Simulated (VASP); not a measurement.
Wanted: the native input for a VASP 6.6.1 run.

```
Task                               : single point
Functional                         : HSE06
Potentials or basis                : VASP PAW PBE potentials, release 64 (Ag, Cl)
Cutoff                             : 520 eV
k mesh                             : 6 × 6 × 6
Occupations                        : gaussian, width 0.01 eV
Spin                               : no spin polarisation
Dipole correction                  : no
Grid for exact exchange (PRECFOCK) : Normal
Further INCAR settings             : ALGO = Normal; EDIFF = 1e-06; NBANDS = 16
Share of exact exchange            : 0.25
Screening parameter                : 0.2079 1/Å
```

The system is AgCl.

```xyz
2
Lattice="0.0000 2.9118 2.9118 2.9118 0.0000 2.9118 2.9118 2.9118 0.0000" Properties=species:S:1:pos:R:3 pbc="T T T"
Ag    0.0000    0.0000    0.0000
Cl    2.9118    2.9118    2.9118
```

This cell differs from its parent crystal: strain +5.0%.

These files were run (other wordings do the same):

POSCAR

```
AgCl
1.0
    0.0000000000      2.9118430048      2.9118430048
    2.9118430048      0.0000000000      2.9118430048
    2.9118430048      2.9118430048      0.0000000000
Ag Cl
1 1
Direct
    0.0000000000      0.0000000000      0.0000000000
    0.5000000000      0.5000000000      0.5000000000
```

INCAR.step1

```
PREC = Accurate
ENCUT = 520
EDIFF = 1E-5
ISMEAR = 0
SIGMA = 0.01
LREAL = F
LASPH = T
NELM = 100
ALGO = Normal
ISIF = 2
LWAVE = T
LCHARG = F
GGA = PE
NBANDS = 16
```

INCAR.step2

```
PREC = Accurate
ENCUT = 520
EDIFF = 1E-6
ISMEAR = 0
SIGMA = 0.01
LREAL = F
LASPH = T
NELM = 100
ALGO = Normal
ISIF = 2
LWAVE = F
LCHARG = F
GGA = PE
LHFCALC = T
HFSCREEN = 0.2079
PRECFOCK = Normal
ISTART = 1
NBANDS = 16
```

KPOINTS

```
regular mesh
0
Gamma
  6 6 6
```

Potentials or basis: VASP PAW PBE potentials, release 64 (Ag, Cl).

Run with:

```sh
$ cat potpaw_PBE.64/Ag/POTCAR potpaw_PBE.64/Cl/POTCAR > POTCAR
$ cp INCAR.step1 INCAR
$ mpirun -np 1 vasp_std > vasp.out
$ cp INCAR.step2 INCAR
$ mpirun -np 1 vasp_std > vasp.out
```

It gave:

* Pressure: -3.8 GPa
* Band gap on the k mesh: 2.48 eV (least direct gap 4.10 eV)

Caveat: the cell differs from its parent crystal (strain +5.0%); the cell stands under tension; the PAW data sets were made with another functional, which shifts forces and pressure a little.

It took 46 min on 1 thread of Intel(R) Xeon(R) Platinum 8259CL CPU @ 2.50GHz (Skylake/Cascade Lake), with other jobs on the host, peak memory 0.3 GiB.
